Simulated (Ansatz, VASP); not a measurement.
# BN: VASP beside Ansatz

INCAR

```
PREC = Accurate
ENCUT = 520
EDIFF = 1E-7
ISMEAR = 0
SIGMA = 0.05
LREAL = F
LASPH = T
NELM = 120
ALGO = Normal
ISIF = 2
LWAVE = F
LCHARG = F
GGA = PS
IBRION = 2
NSW = 50
EDIFFG = -0.01
GGA_COMPAT = F
NELMIN = 4
```

File KPOINTS:

```
Automatic mesh
0
Gamma
  12 12 4
```

The input POSCAR:

```
BN
1.0
    2.3202494124      0.0000000000      0.0000000000
   -1.1601247062      2.1683338019      0.0000000000
    0.0000000000      0.0000000000      6.7759457536
B N
2 2
Direct
    0.3333333333      0.6666666667      0.2500000000
    0.6666666667      0.3333333333      0.7500000000
    0.3333333333      0.6666666667      0.7500000000
    0.6666666667      0.3333333333      0.2500000000
```

Input for Ansatz:

```yaml
crystal:
  lattice:
    - [2.3202494124, 0.0, 0.0]
    - [-1.1601247062, 2.1683338019, 0.0]
    - [0.0, 0.0, 6.7759457536]
  atoms:
    - { symbol: B, position: [0.3333333333, 0.6666666667, 0.25] }
    - { symbol: B, position: [0.6666666667, 0.3333333333, 0.75] }
    - { symbol: "N", position: [0.3333333333, 0.6666666667, 0.75] }
    - { symbol: "N", position: [0.6666666667, 0.3333333333, 0.25] }
basis:
  ecutwfc: 520.0
kpoints:
  mp_grid: { grid: [12, 12, 4] }
hamiltonian:
  xc: pbesol
  pseudopotentials: { kind: paw, azcp: { folder: soft_1 } }
scf:
  occupations: { method: gaussian, width: 0.05 }
output:
  forces: true
  stress: true
  eigenvalues: true
relax:
  adjacent_minimum: "off"
  f_tol: 0.01
  max_steps: 30
```

Change from the starting cell: normal strain along x -0.0733, normal strain along z -0.0367.

Alike in both runs: task relaxation of the atoms; functional PBEsol; k mesh 12 × 12 × 4; occupations gaussian, width 0.05 eV; no spin polarisation.

|  | VASP | Ansatz |
| --- | --- | --- |
| version | VASP 6.6.1 | Ansatz 0.2.0 |
| potentials or method | VASP PAW PBE potentials, release 64 (B, N), cutoff 520 eV | scalar-relativistic, plane waves, PAW |
| valence electrons in the cell | 16 | 16 |

|  | VASP | Ansatz | Ansatz less VASP |
| --- | --- | --- | --- |
| gap on the k mesh at the Fermi level, each at its own relaxed structure (eV) | 3.78 | 3.94 | +0.158 |

VASP's potentials were made for PBE, not for PBEsol, and Ansatz warns of the same on its side. Ansatz's warnings: stress scf threshold loose.
